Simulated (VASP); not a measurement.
# CaSe in VASP: further runs

The runs below take CaSe through electric field gradients, with PBE.

All numbers are computed with VASP 6.6.1; they aren't measurements. Logs are shortened: lines on timing, memory, paths and dates and some standing lists are left out, and cuts for length are marked.

## 1. The cell of the first run

It takes space group I4/mmm (No. 139, tetragonal). Conventional cell: a = 4.149 Å, b = 4.149 Å, c = 6.001 Å, α = 90.00°, β = 90.00°, γ = 90.00°. Within 3.9 Å of Ca (site symmetry 4/mmm) lie 6 Se at 2.93 to 3.00 Å. Se (site symmetry 4/mmm) has 6 Ca at 2.93 to 3.00 Å within 3.9 Å.

## 2. Electric field gradients, PBE (z stretched by +1.5 % at fixed volume)

INCAR reads:

```
PREC = Accurate
ENCUT = 400
EDIFF = 1E-8
ISMEAR = -1
SIGMA = 0.01
LREAL = F
LASPH = T
NELM = 120
ALGO = Normal
ISIF = 2
LWAVE = F
LCHARG = F
GGA = PE
LEFG = T
NBANDS = 15
GGA_COMPAT = F
```

KPOINTS reads:

```
Automatic mesh
0
Gamma
  7 7 7
```

POSCAR reads:

```
CaSe
1.0
    0.0000000000      2.9340763353      3.0003400000
    2.9340763353      0.0000000000      3.0003400000
    2.9340763353      2.9340763353      0.0000000000
Ca Se
1 1
Direct
    0.0000000000      0.0000000000      0.0000000000
    0.5000000000      0.5000000000      0.5000000000
```

Potentials or basis: VASP PAW PBE potentials, release 64 (Ca_sv, Se).

On the command line:

```
$ cat potpaw_PBE.64/Ca_sv/POTCAR potpaw_PBE.64/Se/POTCAR > POTCAR
$ mpirun -np 1 vasp_std > vasp.out
```

OUTCAR:

```text
PREC = Accurate
   ENCUT = 400
   EDIFF = 1E-8
   ISMEAR = -1
   LREAL = F
   LASPH = T
   NELM = 120
   ISIF = 2
   GGA = PE

 ion  position               nearest neighbor table
   1  0.000  0.000  0.000-   2 2.93   2 2.93   2 2.93   2 2.93
   2  0.500  0.500  0.500-   1 2.93   1 2.93   1 2.93   1 2.93

  LATTYP: Found a body centered tetragonal cell.
 ALAT       =     4.1494105464
 C/A-ratio  =     1.4461523951

  Lattice vectors:

 A1 = (  -2.9340763353,   0.0000000000,   3.0003400000)
 A2 = (   2.9340763353,   0.0000000000,   3.0003400000)
 A3 = (   0.0000000000,   2.9340763353,  -3.0003400000)

Analysis of symmetry for initial positions (statically):
=====================================================================
 Subroutine PRICEL returns:
 Original cell was already a primitive cell.

 Routine SETGRP: Setting up the symmetry group for a
 body centered tetragonal supercell.

 Subroutine GETGRP returns: Found 16 space group operations
 (whereof 16 operations were pure point group operations)
 out of a pool of 16 trial point group operations.

The static configuration has the point symmetry D_4h.

Analysis of symmetry for dynamics (positions and initial velocities):
=====================================================================
 Subroutine PRICEL returns:
 Original cell was already a primitive cell.

 Routine SETGRP: Setting up the symmetry group for a
 body centered tetragonal supercell.

 Subroutine GETGRP returns: Found 16 space group operations
 (whereof 16 operations were pure point group operations)
 out of a pool of 16 trial point group operations.

The dynamic configuration has the point symmetry D_4h.

 Subroutine INISYM returns: Found 16 space group operations
 (whereof 16 operations are pure point group operations),
 and found     1 'primitive' translations

----------------------------------------------------------------------------------------

                                     Primitive cell

  volume of cell :      51.6587

  direct lattice vectors                    reciprocal lattice vectors
     0.000000000  2.934076335  3.000340000    -0.170411381  0.170411381  0.166647780
     2.934076335  0.000000000  3.000340000     0.170411381 -0.170411381  0.166647780
     2.934076335  2.934076335  0.000000000     0.170411381  0.170411381 -0.166647780

  length of vectors
     4.196527619  4.196527619  4.149410546     0.293004369  0.293004369  0.293004369

  position of ions in fractional coordinates (direct lattice)
     0.000000000  0.000000000  0.000000000
     0.500000000  0.500000000  0.500000000

  ion indices of the primitive-cell ions
   primitive index   ion index
                 1           1
                 2           2

----------------------------------------------------------------------------------------

 KPOINTS: Automatic mesh

Automatic generation of k-mesh.
 Grid dimensions read from file:
 generate k-points for:    7    7    7

 Generating k-lattice:

  Cartesian coordinates                     Fractional coordinates (reciprocal lattice)
    -0.024344483  0.024344483  0.023806826     0.142857143  0.000000000  0.000000000
     0.024344483 -0.024344483  0.023806826     0.000000000  0.142857143  0.000000000
     0.024344483  0.024344483 -0.023806826    -0.000000000 -0.000000000  0.142857143

  Length of vectors
     0.041857767  0.041857767  0.041857767

  Shift w.r.t. Gamma in fractional coordinates (k-lattice)
     0.000000000  0.000000000  0.000000000

 Subroutine IBZKPT returns following result:
 ===========================================

 Found     40 irreducible k-points:

 Following reciprocal coordinates:
            Coordinates               Weight
  0.000000  0.000000  0.000000      1.000000
  0.142857 -0.000000  0.000000      8.000000
  0.285714  0.000000  0.000000      8.000000
  0.428571 -0.000000  0.000000      8.000000
  0.142857  0.142857  0.000000      2.000000
  0.285714  0.142857  0.000000      8.000000
[... 16 lines left out ...]
  0.428571  0.285714  0.142857      8.000000
 -0.428571  0.285714  0.142857     16.000000
 [... further k-points ...]
   k-points           NKPTS =     40   k-points in BZ     NKDIM =     40   number of bands    NBANDS=     15
   number of dos      NEDOS =    301   number of ions     NIONS =      2
   total plane-waves  NPLWV =  21952
   dimension x,y,z NGX =    28 NGY =   28 NGZ =   28
   dimension x,y,z NGXF=    56 NGYF=   56 NGZF=   56
   ions per type =               1   1
   NGX,Y,Z   is equivalent  to a cutoff of  11.09, 11.09, 11.22 a.u.
   NGXF,Y,Z  is equivalent  to a cutoff of  22.18, 22.18, 22.44 a.u.
 SYSTEM =  unknown system
   PREC   = accura    normal or accurate (medium, high low for compatibility)
   ISTART =      0    job   : 0-new  1-cont  2-samecut
   ICHARG =      2    charge: 1-file 2-atom 10-const
   ISPIN  =      1    spin polarized calculation?
   LNONCOLLINEAR =      F non collinear calculations
   LSORBIT =      F    spin-orbit coupling
   LASPH  =      T    aspherical Exc in radial PAW
   ENCUT  =  400.0 eV  29.40 Ry    5.42 a.u.   6.84  6.84  6.77*2*pi/ulx,y,z
   NELM   =    120;   NELMIN=  2; NELMDL= -5     # of ELM steps
   EDIFF  = 0.1E-07   stopping-criterion for ELM
   LREAL  =      F    real-space projection
   EDIFFG = 0.1E-06   stopping-criterion for IOM
   NSW    =      0    number of steps for IOM
   IBRION =     -1    ionic relax: 0-MD 1-quasi-New 2-CG
   NFREE  =      0    steps in history (QN), initial steepest desc. (CG)
   ISIF   =      2    stress and relaxation
   ISYM   =      2    0-nonsym 1-usesym 2-fastsym
   POTIM  = 0.5000    time-step for ionic-motion
   TEBEG  =    0.0;   TEEND  =   0.0 temperature during run
   PSTRESS=    0.0 pullay stress
   NELECT =      16.0000    total number of electrons
   NUPDOWN=      -1.0000    fix difference up-down
   EMIN   =  10.00;   EMAX   =-10.00  energy-range for DOS
   EFERMI =   0.00;   METHOD = LEGACY
   ISMEAR =    -1;   SIGMA  =   0.01  broadening in eV -4-tet -1-fermi 0-gaus
   EFERMI_NEDOS =   21; number of points for ismear=-14 and -15
   IALGO  =     38    algorithm
   IMIX   =      4    mixing-type and parameters
     AMIX     =   0.40;   BMIX     =  1.00
     AMIX_MAG =   1.60;   BMIX_MAG =  1.00
  volume/ion in A,a.u.               =      25.83       174.30
  Fermi-wavevector in a.u.,A,eV,Ry     =   1.107645  2.093145 16.692666  1.226876
  Thomas-Fermi vector in A             =   2.244161
   LORBIT       =      0    0 simple, 1 ext, 2 COOP (PROOUT), +10 PAW based schemes
   GGA     = PE    functional components
   LHFCALC =     F    Hartree Fock is set to
   AEXX    =    0.0000 exact exchange contribution
   IVDW    =     0    specifies the selected vdW correction
   LEPSILON=     F    determine dielectric tensor
   LRPA    =     F    only Hartree local field effects (RPA)
 non-spin polarized calculation
  energy-cutoff  :      400.00
  volume of cell :       51.66
 maximum number of plane-waves:       954
   NGX = 13   NGY = 13   NGZ = 13

 number of electron      16.0000006 magnetization

 Free energy of the ion-electron system (eV)
  ---------------------------------------------------
  ext. energy  EPLUGINS =         0.00000000
  ---------------------------------------------------
  free energy    TOTEN  =        -9.47444778 eV

  energy without entropy =       -9.47444778  energy(sigma->0) =       -9.47444778

 E-fermi :   2.6959     XC(G=0):  -9.1613

 val. band max:        2.4621053571   @ k =   0.0000   0.0000   0.0000
 cond. band min:       4.5383951383   @ k =   0.4286   0.0000   0.4286
 fundamental gap:      2.0762897812
 Fermi energy:         2.6958586958

 k-point     1 :       0.0000    0.0000    0.0000
  band No.  band energies     occupation
      1     -37.2836      2.00000
      2     -18.2823      2.00000
      3     -18.2758      2.00000
      4     -18.2758      2.00000
      5      -9.3476      2.00000
      6       2.4510      2.00000
      7       2.4621      2.00000
      8       2.4621      2.00000
      9       5.7826      0.00000
     10       6.0674      0.00000
     11       6.2146      0.00000
     12       6.2146      0.00000
     13       6.7270      0.00000
     14       6.7730      0.00000
[... 401 lines left out ...]
      2     -18.3635      2.00000
      3     -18.3151      2.00000
      4     -18.2961      2.00000
      5      -8.6899      2.00000
      6      -0.2217      2.00000
      7       0.8249      2.00000
      8       1.2042      2.00000
      9       6.6007      0.00000
     10       7.5371      0.00000
     11       7.9787      0.00000
     12       8.2858      0.00000
     13       8.7142      0.00000
     14       9.9610      0.00000
     15      10.8926      0.00000

 [... further k-points ...]

------------------------ aborting loop because EDIFF is reached ----------------------------------------

  FORCE on cell =-STRESS in cart. coord.  units (eV):
  Direction    XX          YY          ZZ          XY          YZ          ZX
  --------------------------------------------------------------------------------------
  -------------------------------------------------------------------------------------
  Total        0.6746692      0.6746692      0.0014100      0.0000000      0.0000000     -0.0000000
  in kB       20.9246501     20.9246501      0.0437315      0.0000000      0.0000000     -0.0000000
  external PRESSURE =      13.9643439 kB  Pullay stress =       0.0000000 kB

 VOLUME and BASIS-vectors are now :
 -----------------------------------------------------------------------------
  energy-cutoff  :      400.00
  volume of cell :       51.66
      direct lattice vectors                 reciprocal lattice vectors
     0.000000000  2.934076335  3.000340000    -0.170411381  0.170411381  0.166647780
     2.934076335  0.000000000  3.000340000     0.170411381 -0.170411381  0.166647780
     2.934076335  2.934076335  0.000000000     0.170411381  0.170411381 -0.166647780

 POSITION                                       TOTAL-FORCE (eV/Angst)
 -----------------------------------------------------------------------------------
      0.00000      0.00000      0.00000        -0.000000      0.000000     -0.000000
      2.93408      2.93408      3.00034         0.000000     -0.000000      0.000000
 -----------------------------------------------------------------------------------
    total drift:                                0.000000      0.000000      0.000000

  FREE ENERGIE OF THE ION-ELECTRON SYSTEM (eV)
  ---------------------------------------------------
  free  energy   TOTEN  =        -9.4744477850 eV

  energy  without entropy=       -9.4744477850  energy(sigma->0) =       -9.47444778

 Electric field gradients (V/A^2)
---------------------------------------------------------------------
 ion       V_xx      V_yy      V_zz      V_xy      V_xz      V_yz
---------------------------------------------------------------------
   1      -3.692    -3.692     7.384     0.001     0.001     0.001
   2      -6.807    -6.807    13.614    -0.001    -0.000    -0.000
---------------------------------------------------------------------

 Electric field gradients after diagonalization (V/A^2)
 (convention: |V_zz| > |V_xx| > |V_yy|)
----------------------------------------------------------------------
 ion       V_xx      V_yy      V_zz     asymmetry (V_yy - V_xx)/ V_zz
----------------------------------------------------------------------
   1      -3.693    -3.691     7.384       0.000
   2      -6.808    -6.806    13.614       0.000
----------------------------------------------------------------------

           NMR quadrupolar parameters

 Cq : quadrupolar parameter    Cq=e*Q*V_zz/h
 eta: asymmetry parameters     (V_yy - V_xx)/ V_zz
 Q  : nuclear electric quadrupole moment in mb (millibarn)
----------------------------------------------------------------------
 ion       Cq(MHz)       eta       Q (mb)
----------------------------------------------------------------------
   1       0.018       0.000       1.000
   2       0.033       0.000       1.000
----------------------------------------------------------------------
```

Run time: 48 s. Hardware: 1 thread of Intel Xeon 8259CL, shared host; peak memory 0.16 GiB.

Results:

| Property | Result |
| --- | --- |
| Free energy | -9.4744 eV |
| Pressure | 1.4 GPa |
| Band gap on the k mesh | 2.08 eV (least direct gap 2.94 eV) |
| Largest electric field gradient by atom | Ca +7.4; Se +13.6 V/Å² |

Levels at points of the mesh, in eV from the valence-band top:
| k point | band 6 | band 7 | band 8 | band 9 | band 10 | band 11 |
| --- | --- | --- | --- | --- | --- | --- |
| (0.00, 0.00, 0.00) | -0.01 | 0.00 | 0.00 | 3.32 | 3.61 | 3.75 |

Electric field gradients, principal values (V/Å²):
```
atom   least  middle  greatest (by size)
1 Ca  -3.691  -3.693               7.384
2 Se  -6.806  -6.808              13.614
```

Caveat: without QUAD_EFG the Cq values of the log hold for a quadrupole moment of 1 mb, not for the nuclei. A k mesh can miss the band edges.

## 3. Electric field gradients, PBE (z stretched by +1.5 % at fixed volume)

INCAR reads:

```
SYSTEM = CaSe
PREC     = Accurate       ! precision mode
ENCUT    = 400            ! plane-wave cutoff, eV
EDIFF    = 1E-8           ! SCF threshold, eV
ISMEAR   = -1             ! smearing method
SIGMA    = 0.01           ! smearing width, eV
LREAL    = .False.        ! projectors in reciprocal space
LASPH    = .True.         ! aspherical terms in the spheres
NELM     = 120            ! most SCF steps
ALGO     = Normal         ! electronic algorithm
ISIF     = 2              ! what is computed and relaxed
LWAVE    = .False.        ! write WAVECAR
LCHARG   = .False.        ! write CHGCAR
GGA      = PE             ! functional
LEFG     = .True.       
NBANDS   = 15             ! bands
GGA_COMPAT= .False.
```

KPOINTS reads:

```
Automatic mesh
0
Gamma
  7 7 7
  0 0 0
```

POSCAR is that of step 2.

Potentials or basis: VASP PAW PBE potentials, release 64 (Ca_sv, Se).

On the command line:

```
$ cat potpaw_PBE.64/Ca_sv/POTCAR potpaw_PBE.64/Se/POTCAR > POTCAR
$ mpirun -np 1 vasp_std > vasp.out
```

OUTCAR:

```text
SYSTEM = CaSe
   PREC = Accurate
   ENCUT = 400
   EDIFF = 1E-8
   ISMEAR = -1
   LREAL = .False.
   LASPH = .True.
   NELM = 120
   ISIF = 2
   GGA = PE

 ion  position               nearest neighbor table
   1  0.000  0.000  0.000-   2 2.93   2 2.93   2 2.93   2 2.93
   2  0.500  0.500  0.500-   1 2.93   1 2.93   1 2.93   1 2.93

  LATTYP: Found a body centered tetragonal cell.
 ALAT       =     4.1494105464
 C/A-ratio  =     1.4461523951

  Lattice vectors:

 A1 = (  -2.9340763353,   0.0000000000,   3.0003400000)
 A2 = (   2.9340763353,   0.0000000000,   3.0003400000)
 A3 = (   0.0000000000,   2.9340763353,  -3.0003400000)

Analysis of symmetry for initial positions (statically):
=====================================================================
 Subroutine PRICEL returns:
 Original cell was already a primitive cell.

 Routine SETGRP: Setting up the symmetry group for a
 body centered tetragonal supercell.

[... 621 lines left out ...]
     0.000000000  2.934076335  3.000340000    -0.170411381  0.170411381  0.166647780
     2.934076335  0.000000000  3.000340000     0.170411381 -0.170411381  0.166647780
     2.934076335  2.934076335  0.000000000     0.170411381  0.170411381 -0.166647780

 POSITION                                       TOTAL-FORCE (eV/Angst)
 -----------------------------------------------------------------------------------
      0.00000      0.00000      0.00000        -0.000000      0.000000     -0.000000
      2.93408      2.93408      3.00034         0.000000     -0.000000      0.000000
 -----------------------------------------------------------------------------------
    total drift:                                0.000000      0.000000      0.000000

  FREE ENERGIE OF THE ION-ELECTRON SYSTEM (eV)
  ---------------------------------------------------
  free  energy   TOTEN  =        -9.4744477850 eV

  energy  without entropy=       -9.4744477850  energy(sigma->0) =       -9.47444778

 Electric field gradients (V/A^2)
---------------------------------------------------------------------
 ion       V_xx      V_yy      V_zz      V_xy      V_xz      V_yz
---------------------------------------------------------------------
   1      -3.692    -3.692     7.384     0.001     0.001     0.001
   2      -6.807    -6.807    13.614    -0.001    -0.000    -0.000
---------------------------------------------------------------------

 Electric field gradients after diagonalization (V/A^2)
 (convention: |V_zz| > |V_xx| > |V_yy|)
----------------------------------------------------------------------
 ion       V_xx      V_yy      V_zz     asymmetry (V_yy - V_xx)/ V_zz
----------------------------------------------------------------------
   1      -3.693    -3.691     7.384       0.000
   2      -6.808    -6.806    13.614       0.000
----------------------------------------------------------------------

           NMR quadrupolar parameters

 Cq : quadrupolar parameter    Cq=e*Q*V_zz/h
 eta: asymmetry parameters     (V_yy - V_xx)/ V_zz
 Q  : nuclear electric quadrupole moment in mb (millibarn)
----------------------------------------------------------------------
 ion       Cq(MHz)       eta       Q (mb)
----------------------------------------------------------------------
   1       0.018       0.000       1.000
   2       0.033       0.000       1.000
----------------------------------------------------------------------
```

OSZICAR:

```text
N       E                     dE             d eps       ncg     rms          rms(c)
DAV:   1     0.953060922518E+02    0.95306E+02   -0.64811E+03  1200   0.810E+02
DAV:   2    -0.568503135348E+01   -0.10099E+03   -0.95405E+02  1543   0.223E+02
DAV:   3    -0.946400018707E+01   -0.37790E+01   -0.37496E+01  1606   0.419E+01
DAV:   4    -0.961580540174E+01   -0.15181E+00   -0.15177E+00  1688   0.735E+00
DAV:   5    -0.961736133655E+01   -0.15559E-02   -0.15559E-02  1577   0.733E-01    0.426E+00
DAV:   6    -0.947817284906E+01    0.13919E+00   -0.18226E-01  1375   0.226E+00    0.254E+00
DAV:   7    -0.947039448728E+01    0.77784E-02   -0.97972E-02  1535   0.195E+00    0.813E-01
DAV:   8    -0.947420914385E+01   -0.38147E-02   -0.11721E-02  1243   0.806E-01    0.116E-01
DAV:   9    -0.947431047846E+01   -0.10133E-03   -0.60133E-04  1557   0.247E-01    0.463E-02
DAV:  10    -0.947443220987E+01   -0.12173E-03   -0.15290E-04  1340   0.751E-02    0.154E-02
DAV:  11    -0.947444962174E+01   -0.17412E-04   -0.41984E-05  1501   0.571E-02    0.942E-03
DAV:  12    -0.947444824485E+01    0.13769E-05   -0.20189E-06  1432   0.111E-02    0.437E-03
DAV:  13    -0.947444768157E+01    0.56328E-06   -0.82228E-07  1550   0.572E-03    0.157E-03
DAV:  14    -0.947444772775E+01   -0.46179E-07   -0.20593E-08  1271   0.855E-04    0.103E-03
DAV:  15    -0.947444782657E+01   -0.98827E-07   -0.18896E-08  1431   0.805E-04    0.681E-04
DAV:  16    -0.947444778901E+01    0.37560E-07   -0.16550E-09   663   0.329E-04    0.157E-04
DAV:  17    -0.947444778497E+01    0.40459E-08   -0.27790E-10   712   0.895E-05
   1 F= -.94744478E+01 E0= -.94744478E+01  d E =-.234934E-12
```

stdout:

```text
POSCAR found type information on POSCAR CaSe
 POSCAR found :  2 types and       2 ions
 scaLAPACK will be used
 LDA part: xc-table for (Slater+PW92), standard interpolation
 POSCAR, INCAR and KPOINTS ok, starting setup
 FFT: planning ... GRIDC
 FFT: planning ... GRID_SOFT
 FFT: planning ... GRID
 WAVECAR not read
 entering main loop
ion   1

ion   2
```

Run time: 48 s. Hardware: 1 thread of Intel Xeon 8259CL, shared host; peak memory 0.17 GiB.

Results:

- Free energy: -9.4744 eV
- Pressure: 1.4 GPa
- Band gap on the k mesh: 2.08 eV (least direct gap 2.94 eV)
- Largest electric field gradient by atom: Ca +7.4; Se +13.6 V/Å²

Electric field gradients, principal values (V/Å²):
```tsv
atom	least	middle	greatest (by size)
1 Ca	-3.691	-3.693	7.384
2 Se	-6.806	-6.808	13.614
```

Caveat: without QUAD_EFG the Cq values of the log hold for a quadrupole moment of 1 mb, not for the nuclei. A k mesh can miss the band edges.

(Continued in part 2 of 2.)
